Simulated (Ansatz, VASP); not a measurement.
TiO2 in VASP and in Ansatz

INCAR

```
PREC = Accurate
ENCUT = 520
EDIFF = 1E-6
ISMEAR = -1
SIGMA = 0.05
LREAL = F
LASPH = T
NELM = 80
ALGO = Normal
ISIF = 2
LWAVE = F
LCHARG = F
GGA = PS
NBANDS = 60
```

KPOINTS

```
regular mesh
0
Gamma
  6 6 6
```

Contents of POSCAR:

```
TiO2
1.0
   -2.9731600000      3.2873690000      3.2874020000
    2.9731600000     -3.2873690000      3.2874020000
    2.9731600000      3.2873690000     -3.2874020000
Ti O
4 8
Direct
   -0.0062520000      0.5008980000     -0.0000320000
   -0.0004040000     -0.0083600000      0.4921620000
    0.4943290000      0.2473620000      0.2517750000
    0.5061330000      0.7619440000      0.7493500000
    0.7007200000      0.6979330000      0.5034820000
    0.7025030000      0.1921400000      1.0143960000
    0.8011970000      0.7489400000      0.0497850000
    0.1908140000      0.7492050000      0.4416850000
    0.8009580000      0.2416870000      0.5527230000
    0.3001900000      0.8054940000      0.0149260000
    0.1966190000      0.2549930000      0.9537880000
    0.3039640000      0.3096250000      0.5000910000
```

Contents of input.yaml:

```yaml
crystal:
  lattice:
    - [-2.97316, 3.287369, 3.287402]
    - [2.97316, -3.287369, 3.287402]
    - [2.97316, 3.287369, -3.287402]
  atoms:
    - { symbol: Ti, position: [-0.006252, 0.500898, -3.2e-05] }
    - { symbol: Ti, position: [-0.000404, -0.00836, 0.492162] }
    - { symbol: Ti, position: [0.494329, 0.247362, 0.251775] }
    - { symbol: Ti, position: [0.506133, 0.761944, 0.74935] }
    - { symbol: O, position: [0.70072, 0.697933, 0.503482] }
    - { symbol: O, position: [0.702503, 0.19214, 1.014396] }
    - { symbol: O, position: [0.801197, 0.74894, 0.049785] }
    - { symbol: O, position: [0.190814, 0.749205, 0.441685] }
    - { symbol: O, position: [0.800958, 0.241687, 0.552723] }
    - { symbol: O, position: [0.30019, 0.805494, 0.014926] }
    - { symbol: O, position: [0.196619, 0.254993, 0.953788] }
    - { symbol: O, position: [0.303964, 0.309625, 0.500091] }
hamiltonian:
  xc: pbesol
  pseudopotentials: { kind: paw }
kpoints:
  mp_grid: { grid: [6, 6, 6] }
scf:
  occupations: { method: fermi_dirac, width: 0.05 }
output:
  forces: true
  stress: true
  eigenvalues: true
```

Change from the starting cell: atoms moved at random, drawn with an rms of 0.05 Å.

Alike in both runs: task single point; functional PBEsol; k mesh 6 × 6 × 6; occupations fermi-dirac, width 0.05 eV; no spin polarisation.

|  | VASP | Ansatz |
| --- | --- | --- |
| version | VASP 6.6.1 | Ansatz 0.2.0 |
| potentials or method | VASP PAW PBE potentials, release 64 (Ti_sv, O) | Ansatz PAW |
| plane-wave cutoff (eV) | 520 | 420 |
| valence electrons in the cell | 96 | 96 |

Ansatz gave:

| Quantity | Value |
| --- | --- |
| gap on the k mesh at the Fermi level (eV) | 1.75 |
| least direct gap on the mesh (eV) | 1.75 |
| pressure (GPa) | -7.9 |
| traceless stress, the component that is largest in VASP (GPa) | -0.87 |
| rms of the force components (eV/Å) | 0.411 |

Problem. Estimate VASP's values.

Solution. gap on the k mesh at the Fermi level (eV): 1.72; least direct gap on the mesh (eV): 1.72; pressure (GPa): -7.3; traceless stress, the component that is largest in VASP (GPa): -0.68; rms of the force components (eV/Å): 0.414.

VASP's potentials were made for PBE, not for PBEsol. Atom by atom the forces differ by 0.015 eV/Å (rms over components).
